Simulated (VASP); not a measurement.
# O (R-3m) in VASP: further runs

Runs on O. Level: r2SCAN. Tasks: single point.

All numbers are computed with VASP 6.6.1; they aren't measurements. Logs are shortened: lines on timing, memory, paths and dates and some standing lists are left out, and cuts for length are marked.

## (1) The cell of the first run

Symmetry: R-3m, No. 166, trigonal system. Conventional cell: a = 2.847 Å, b = 2.847 Å, c = 10.225 Å, α = 90.00°, β = 90.00°, γ = 120.00°. O (site symmetry 3m) has 1 O at 1.18 Å within 1.6 Å.

## (2) Single point, r2SCAN

The input, POSCAR:

```
O
1.0
    1.4233500000      0.8217715100      3.4083000000
   -1.4233500000      0.8217715100      3.4083000000
    0.0000000000     -1.6435430100      3.4083000000
O
2
Direct
    0.0577000000      0.0577000000      0.0577000000
    0.9423000000      0.9423000000      0.9423000000
```

The input, INCAR.step1:

```
SYSTEM = O
PREC = Accurate
ENCUT = 520
ISMEAR = -1
SIGMA = 0.1
LREAL = .False.
LASPH = .True.
NELM = 80
NBANDS = 13
GGA = PE
ALGO = Normal
EDIFF = 1E-4
LWAVE = .True.
LCHARG = .False.
```

The input, INCAR.step2:

```
SYSTEM = O
PREC = Accurate
ENCUT = 520
EDIFF = 1E-6
ISMEAR = -1
SIGMA = 0.1
LREAL = .False.
LASPH = .True.
NELM = 80
ALGO = Normal
ISIF = 2
LWAVE = .False.
LCHARG = .False.
METAGGA = R2SCAN
LMIXTAU = .True.
NBANDS = 13
ISTART = 1
```

The input, KPOINTS:

```
regular mesh
0
Gamma
  3 3 3
  0 0 0
```

Potentials or basis: VASP PAW PBE potentials, release 64 (O).

Started as:

```bash
cat potpaw_PBE.64/O/POTCAR > POTCAR
cp INCAR.step1 INCAR
mpirun -np 1 vasp_std > vasp.out
cp INCAR.step2 INCAR
mpirun -np 1 vasp_std > vasp.out
```

OUTCAR:

```text
SYSTEM = O
   PREC = Accurate
   ENCUT = 520
   EDIFF = 1E-6
   ISMEAR = -1
   LREAL = .False.
   LASPH = .True.
   NELM = 80
   ISIF = 2
   METAGGA = R2SCAN
   ISTART = 1

 ion  position               nearest neighbor table
   1  0.058  0.058  0.058-   2 1.18
   2  0.942  0.942  0.942-   1 1.18

  LATTYP: Found a trigonal (rhomboedric) cell.
 ALAT       =     3.7838792961
 COS(alpha) =     0.7170049366

  Lattice vectors:

 A1 = (   1.4233500000,   0.8217715100,   3.4083000000)
 A2 = (  -1.4233500000,   0.8217715100,   3.4083000000)
 A3 = (   0.0000000000,  -1.6435430100,   3.4083000000)

Analysis of symmetry for initial positions (statically):
=====================================================================
 Subroutine PRICEL returns:
 Original cell was already a primitive cell.

 Routine SETGRP: Setting up the symmetry group for a
 trigonal (rhombohedral) supercell.

 Subroutine GETGRP returns: Found 12 space group operations
 (whereof 12 operations were pure point group operations)
 out of a pool of 12 trial point group operations.

The static configuration has the point symmetry D_3d.

Analysis of symmetry for dynamics (positions and initial velocities):
=====================================================================
 Subroutine PRICEL returns:
 Original cell was already a primitive cell.

 Routine SETGRP: Setting up the symmetry group for a
 trigonal (rhombohedral) supercell.

 Subroutine GETGRP returns: Found 12 space group operations
 (whereof 12 operations were pure point group operations)
 out of a pool of 12 trial point group operations.

The dynamic configuration has the point symmetry D_3d.

 Subroutine INISYM returns: Found 12 space group operations
 (whereof 12 operations are pure point group operations),
 and found     1 'primitive' translations

----------------------------------------------------------------------------------------

                                     Primitive cell

  volume of cell :      23.9195

  direct lattice vectors                    reciprocal lattice vectors
     1.423350000  0.821771510  3.408300000     0.351283943  0.202813879  0.097800467
    -1.423350000  0.821771510  3.408300000    -0.351283943  0.202813879  0.097800467
     0.000000000 -1.643543010  3.408300000     0.000000000 -0.405627757  0.097800468

  length of vectors
     3.783879296  3.783879296  3.783879295     0.417251494  0.417251494  0.417251494

[... 67 lines left out ...]
   ISIF   =      2    stress and relaxation
   ISYM   =      2    0-nonsym 1-usesym 2-fastsym
   POTIM  = 0.5000    time-step for ionic-motion
   TEBEG  =    0.0;   TEEND  =   0.0 temperature during run
   PSTRESS=    0.0 pullay stress
   NELECT =      12.0000    total number of electrons
   NUPDOWN=      -1.0000    fix difference up-down
   EMIN   =  10.00;   EMAX   =-10.00  energy-range for DOS
   EFERMI =   0.00;   METHOD = LEGACY
   ISMEAR =    -1;   SIGMA  =   0.10  broadening in eV -4-tet -1-fermi 0-gaus
   EFERMI_NEDOS =   21; number of points for ismear=-14 and -15
   IALGO  =     38    algorithm
   IMIX   =      4    mixing-type and parameters
     AMIX     =   0.40;   BMIX     =  1.00
     AMIX_MAG =   1.60;   BMIX_MAG =  1.00
  volume/ion in A,a.u.               =      11.96        80.71
  Fermi-wavevector in a.u.,A,eV,Ry     =   1.300822  2.458198 23.022943  1.692139
  Thomas-Fermi vector in A             =   2.431996
   LORBIT       =      0    0 simple, 1 ext, 2 COOP (PROOUT), +10 PAW based schemes
   METAGGA = R2SCAN    functional components
   LHFCALC =     F    Hartree Fock is set to
   AEXX    =    0.0000 exact exchange contribution
   IVDW    =     0    specifies the selected vdW correction
   LEPSILON=     F    determine dielectric tensor
   LRPA    =     F    only Hartree local field effects (RPA)
 non-spin polarized calculation
  energy-cutoff  :      520.00
  volume of cell :       23.92
 maximum number of plane-waves:       647
   NGX = 15   NGY = 15   NGZ = 15

 number of electron      11.9999999 magnetization

 Free energy of the ion-electron system (eV)
  ---------------------------------------------------
  ext. energy  EPLUGINS =         0.00000000
  ---------------------------------------------------
  free energy    TOTEN  =       -11.04123325 eV

  energy without entropy =      -10.98735302  energy(sigma->0) =      -11.01429314

 E-fermi :  -0.1812     XC(G=0):  -9.7541

 val. band max:       -0.2345567891   @ k =  -0.3333   0.3333   0.0000
 cond. band min:       0.2744020796   @ k =   0.3333  -0.0000  -0.0000
 fundamental gap:      0.5089588687
 Fermi energy:        -0.1811897830

 k-point     1 :       0.0000    0.0000    0.0000
  band No.  band energies     occupation
      1     -29.4862      2.00000
      2     -14.7723      2.00000
      3      -9.4008      2.00000
      4      -6.8182      2.00000
      5      -6.8182      2.00000
      6       0.6595      0.00045
      7       0.6595      0.00045
      8       8.9623      0.00000
      9      12.5574      0.00000
     10      15.9731      0.00000
     11      19.7768      0.00000
     12      22.4065      0.00000
     13      22.4065      0.00000
[... 66 lines left out ...]
  band No.  band energies     occupation
      1     -29.1815      2.00000
      2     -15.2492      2.00000
      3      -8.5613      2.00000
      4      -7.4243      2.00000
      5      -7.2321      2.00000
      6      -0.6039      1.97123
      7       0.5813      0.00098
      8      10.3401      0.00000
      9      12.6657      0.00000
     10      14.5148      0.00000
     11      16.6477      0.00000
     12      21.6224      0.00000
     13      24.3622      0.00000

------------------------ aborting loop because EDIFF is reached ----------------------------------------

  FORCE on cell =-STRESS in cart. coord.  units (eV):
  Direction    XX          YY          ZZ          XY          YZ          ZX
  --------------------------------------------------------------------------------------
  -------------------------------------------------------------------------------------
  Total       -1.5760648     -1.5760648      5.2452114      0.0000000      0.0000000      0.0000000
  in kB     -105.5681263   -105.5681265    351.3352526      0.0000000      0.0000003      0.0000000
  external PRESSURE =      46.7329999 kB  Pullay stress =       0.0000000 kB

 VOLUME and BASIS-vectors are now :
 -----------------------------------------------------------------------------
  energy-cutoff  :      520.00
  volume of cell :       23.92
      direct lattice vectors                 reciprocal lattice vectors
     1.423350000  0.821771510  3.408300000     0.351283943  0.202813879  0.097800467
    -1.423350000  0.821771510  3.408300000    -0.351283943  0.202813879  0.097800467
     0.000000000 -1.643543010  3.408300000     0.000000000 -0.405627757  0.097800468

 POSITION                                       TOTAL-FORCE (eV/Angst)
 -----------------------------------------------------------------------------------
      0.00000      0.00000      0.58998         0.000000      0.000000      3.695534
      0.00000      0.00000      9.63492         0.000000     -0.000000     -3.695534
 -----------------------------------------------------------------------------------
    total drift:                                0.000000     -0.000000      0.000000

  FREE ENERGIE OF THE ION-ELECTRON SYSTEM (eV)
  ---------------------------------------------------
  free  energy   TOTEN  =       -11.0412332480 eV

  energy  without entropy=      -10.9873530239  energy(sigma->0) =      -11.01429314
```

OUTCAR.step1:

```text
SYSTEM = O
   PREC = Accurate
   ENCUT = 520
   ISMEAR = -1
   LREAL = .False.
[... 297 lines left out ...]
      0.00000      0.00000      0.58998         0.000000      0.000000      4.201422
      0.00000      0.00000      9.63492         0.000000     -0.000000     -4.201422
 -----------------------------------------------------------------------------------
    total drift:                                0.000000     -0.000000      0.000000

  FREE ENERGIE OF THE ION-ELECTRON SYSTEM (eV)
  ---------------------------------------------------
  free  energy   TOTEN  =        -9.3722065457 eV

  energy  without entropy=       -9.3171900239  energy(sigma->0) =       -9.34469828
```

Wall time 29 s (1 thread of AMD EPYC 7R13, shared host); peak memory 0.12 GiB.

What came out:

```yaml
Free_energy: -11.0412 eV
Pressure: 4.7 GPa
Largest_force: 3.696 eV/Å
Band_gap_on_the_k_mesh: zero (band 6 reaches 0.85 eV, above the bottom of band 7 at -0.23 eV)
```

Forces on the atoms (eV/Å):
```
O    0.000  0.000  3.696
O    0.000  0.000 -3.696
```

Stress tensor (GPa, compression positive):
```
-10.56   0.00   0.00
  0.00 -10.56   0.00
  0.00   0.00  35.13
```

Levels at points of the mesh, in eV from the Fermi level:
```tsv
k point	band 2	band 3	band 4	band 5	band 6	band 7	band 8	band 9	band 10	band 11
(0.00, 0.00, 0.00)	-14.59	-9.22	-6.64	-6.64	0.84	0.84	9.14	12.74	16.15	19.96
```

Caveat: the k points lie up to 0.87 Å⁻¹ apart; the standard files for N, O and F lose accuracy on very short bonds; spin is off for a triplet molecule; the PAW data sets were made with another functional, which shifts forces and pressure a little.

## (3) Single point, r2SCAN

POSCAR is that of step 2.

The input, INCAR.step1:

```
PREC     = Accurate       # precision mode
ENCUT    = 520            # plane-wave cutoff, eV
ISMEAR   = -1             # smearing method
SIGMA    = 0.1            # smearing width, eV
LREAL    = F              # projectors in reciprocal space
LASPH    = T              # aspherical terms in the spheres
NELM     = 60             # most SCF steps
NBANDS   = 13             # bands
GGA      = PE             # functional
ALGO     = Normal         # electronic algorithm
EDIFF    = 1E-4           # SCF threshold, eV
LWAVE    = T              # write WAVECAR
LCHARG   = F              # write CHGCAR
```

The input, INCAR.step2:

```
PREC     = Accurate       # precision mode
ENCUT    = 520            # plane-wave cutoff, eV
EDIFF    = 1E-7           # SCF threshold, eV
ISMEAR   = -1             # smearing method
SIGMA    = 0.1            # smearing width, eV
LREAL    = F              # projectors in reciprocal space
LASPH    = T              # aspherical terms in the spheres
NELM     = 60             # most SCF steps
ALGO     = Normal         # electronic algorithm
ISIF     = 2              # what is computed and relaxed
LWAVE    = F              # write WAVECAR
LCHARG   = F              # write CHGCAR
METAGGA  = R2SCAN         # meta-GGA
LMIXTAU  = T            
NBANDS   = 13             # bands
ISTART   = 1
```

The input, KPOINTS:

```
regular mesh
0
Gamma
  4 4 4
```

Potentials or basis: VASP PAW PBE potentials, release 64 (O).

Started as:

```bash
cat potpaw_PBE.64/O/POTCAR > POTCAR
cp INCAR.step1 INCAR
mpirun -np 1 vasp_std > vasp.out
cp INCAR.step2 INCAR
mpirun -np 1 vasp_std > vasp.out
```

It took 53 s on 1 thread of AMD EPYC 7R13, shared host; peak memory 0.12 GiB.

Results (log left out):

```yaml
Free_energy: -10.9640 eV
Pressure: 5.8 GPa
Largest_force: 3.837 eV/Å
Band_gap_on_the_k_mesh: zero (band 6 reaches 0.94 eV, above the bottom of band 7 at -0.14 eV)
```

Forces in eV/Å, atoms in the order of the input:
```
O    0.000  0.000  3.837
O    0.000  0.000 -3.837
```

Stress tensor (GPa, compression positive):
```
-7.98  0.00  0.00
 0.00 -7.98  0.00
 0.00  0.00 33.42
```

Levels at points of the mesh, in eV from the Fermi level:
| k point | band 2 | band 3 | band 4 | band 5 | band 6 | band 7 | band 8 | band 9 | band 10 | band 11 |
| --- | --- | --- | --- | --- | --- | --- | --- | --- | --- | --- |
| (0.00, 0.00, 0.00) | -14.78 | -9.42 | -6.83 | -6.83 | 0.65 | 0.65 | 8.94 | 12.55 | 15.94 | 19.76 |
| (0.50, 0.00, 0.00) | -14.62 | -9.14 | -8.17 | -7.22 | -0.69 | 0.14 | 11.37 | 13.46 | 14.17 | 18.51 |
| (0.50, 0.50, 0.00) | -14.98 | -8.94 | -7.55 | -7.43 | -1.31 | 0.70 | 10.87 | 12.48 | 16.26 | 16.33 |
| (0.50, 0.50, 0.50) | -15.96 | -7.35 | -6.93 | -6.93 | 0.90 | 0.90 | 8.67 | 9.25 | 14.69 | 21.49 |

Caveat: the k points lie up to 0.66 Å⁻¹ apart; the standard files for N, O and F lose accuracy on very short bonds; spin is off for a triplet molecule; the PAW data sets were made with another functional, which shifts forces and pressure a little.

## (4) Single point, r2SCAN

POSCAR is that of step 3.

The input, INCAR.step1:

```
PREC = Accurate ; ENCUT = 520
ISMEAR = -1 ; SIGMA = 0.1
LREAL = False ; LASPH = True
NELM = 80 ; NBANDS = 13
GGA = PE ; ALGO = Normal
EDIFF = 1E-4 ; LWAVE = True
LCHARG = False
```

The input, INCAR.step2:

```
PREC = Accurate ; ENCUT = 520
EDIFF = 1E-6 ; ISMEAR = -1
SIGMA = 0.1 ; LREAL = False
LASPH = True ; NELM = 80
ALGO = Normal ; ISIF = 2
LWAVE = False ; LCHARG = True
METAGGA = R2SCAN ; LMIXTAU = True
LELF = True ; LVHAR = True
NBANDS = 13 ; ISTART = 1
```

The input, KPOINTS:

```
regular mesh
0
Gamma
  5 5 5
```

Started as:

```bash
cat potpaw_PBE.64/O/POTCAR > POTCAR
cp INCAR.step1 INCAR
mpirun -np 1 vasp_std > vasp.out
cp INCAR.step2 INCAR
mpirun -np 1 vasp_std > vasp.out
```

Wall time 84 s (1 thread of AMD EPYC 7R13, shared host); peak memory 0.12 GiB.

It converged, with:

```
Free energy            : -10.9821 eV
Pressure               : 5.6 GPa
Largest force          : 3.837 eV/Å
Band gap on the k mesh : zero (band 6 reaches 0.92 eV, above the bottom of band 7 at -0.19 eV)
```

Forces on the atoms (eV/Å):
```
O    0.000  0.000  3.837
O    0.000  0.000 -3.837
```

Stress tensor (GPa, compression positive):
```
-8.46  0.00  0.00
 0.00 -8.46  0.00
 0.00  0.00 33.58
```

Levels at points of the mesh, in eV from the Fermi level:
```csv
k point,band 2,band 3,band 4,band 5,band 6,band 7,band 8,band 9,band 10,band 11
"(0.00, 0.00, 0.00)",-14.85,-9.48,-6.90,-6.90,0.58,0.58,8.87,12.48,15.88,19.69
```

Caveat: the k points lie up to 0.52 Å⁻¹ apart; the standard files for N, O and F lose accuracy on very short bonds; spin is off for a triplet molecule; the PAW data sets were made with another functional, which shifts forces and pressure a little.

## (5) The runs side by side

```csv
k mesh,gap on the mesh (eV),pressure (GPa),largest force (eV/Å)
3 × 3 × 3,none,4.7,3.70
4 × 4 × 4,none,5.8,3.84
5 × 5 × 5,none,5.6,3.84
```

Alike in all rows: task single point; level r2SCAN; potentials or basis VASP PAW PBE potentials, release 64 (O); no spin polarisation; cell as given; cutoff (eV) 520; smearing fermi-dirac 0.1 eV.

Caveats: all runs use coarse meshes; the standard files for N, O and F lose accuracy on very short bonds; spin is off for a triplet molecule; the PAW data sets were made with another functional, which shifts forces and pressure a little.

Total energies depend on the potentials used, so only differences within one code and one set of settings carry meaning.
